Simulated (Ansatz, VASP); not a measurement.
LiF: VASP beside Ansatz

Contents of INCAR:

```
ALGO = Normal
EDIFF = 1E-6
ENCUT = 520
GGA = CA
ISIF = 2
ISMEAR = 0
LASPH = True
LCHARG = True
LELF = True
LREAL = False
LVHAR = True
LWAVE = False
NBANDS = 12
NELM = 80
PREC = Accurate
SIGMA = 0.05
```

KPOINTS

```
k-points
0
Gamma
  10 10 10
```

Contents of POSCAR:

```
LiF
1.0
    0.0000000000      1.9938600000      2.0140000000
    2.0140000000      0.0000000000      2.0140000000
    2.0140000000      1.9938600000      0.0000000000
Li F
1 1
Direct
    0.0000000000      0.0000000000      0.0000000000
    0.5000000000      0.5000000000      0.5000000000
```

Input for Ansatz:

```yaml
crystal:
  lattice:
    - [0.0, 1.99386, 2.014]
    - [2.014, 0.0, 2.014]
    - [2.014, 1.99386, 0.0]
  atoms:
    - { symbol: Li, position: [0.0, 0.0, 0.0] }
    - { symbol: F, position: [0.5, 0.5, 0.5] }
basis:
  ecutwfc: 420
kpoints:
  mp_grid: { grid: [10, 10, 10] }
hamiltonian:
  xc: lda
scf:
  occupations: { method: gaussian, width: 0.05 }
output:
  forces: true
  stress: true
  eigenvalues: true
```

Change from the starting cell: strain -0.0100 x Voigt [0, 1, 0, 0, 0, 0], atoms carried along.

Alike in both runs: task single point; functional LDA; k mesh 10 × 10 × 10; occupations gaussian, width 0.05 eV; no spin polarisation.

|  | VASP | Ansatz |
| --- | --- | --- |
| version | VASP 6.6.1 | Ansatz 0.2.0 |
| potentials or method | VASP PAW LDA potentials, release 64 (Li_sv, F), cutoff 520 eV | scalar-relativistic, plane waves, PAW |
| valence electrons in the cell | 10 | 10 |

Ansatz gave:

| Property | Result |
| --- | --- |
| gap on the k mesh at the Fermi level (eV) | 8.93 |
| least direct gap on the mesh (eV) | 8.93 |

Q: Which values does VASP return?

A: gap on the k mesh at the Fermi level (eV): 8.92; least direct gap on the mesh (eV): 8.92.

LDA's correlation is that of Perdew and Zunger in VASP and of Perdew and Wang (1992) in Ansatz.

Noted on VASP's run: the cutoff is short for stress, so the pressure is rough.
